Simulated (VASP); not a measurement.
Input of a VASP 6.6.1 run:

The input INCAR:

```
SYSTEM = HfB2
PREC = Accurate
ENCUT = 520
EDIFF = 1E-6
ISMEAR = -1
SIGMA = 0.05
LREAL = .False.
LASPH = .True.
NELM = 60
ALGO = Normal
ISIF = 2
LWAVE = .False.
LCHARG = .False.
GGA = PS
NBANDS = 15
```

The input KPOINTS:

```
regular mesh
0
Gamma
  10 10 8
  0 0 0
```

Contents of POSCAR:

```
HfB2
1.0
    3.0615522781      0.0000000000      0.0000000000
   -1.5307761391      2.6513820479      0.0000000000
    0.0000000000      0.0000000000      3.3632842508
Hf B
1 2
Direct
    0.0000000000      0.0000000000      0.0000000000
    0.3333333333      0.6666666667      0.5000000000
    0.6666666667      0.3333333333      0.5000000000
```

Potentials or basis: VASP PAW PBE potentials, release 64 (Hf_pv, B).

The run is started by

```sh
$ cat potpaw_PBE.64/Hf_pv/POTCAR potpaw_PBE.64/B/POTCAR > POTCAR
$ mpirun -np 1 vasp_std > vasp.out
```

Task: Predict the pressure.

Result: 20.3 GPa.

Task: Estimate the band gap on the k mesh.

Result: Zero (band 8 reaches 8.75 eV, above the bottom of band 9 at 7.94 eV).

Stress tensor (GPa, compression positive):
```
20.08  0.00  0.00
 0.00 20.08  0.00
 0.00  0.00 20.68
```

Caveat: the PAW data sets were made with another functional, which shifts forces and pressure a little; spin-orbit coupling is left out, which moves the levels of the heavy elements.
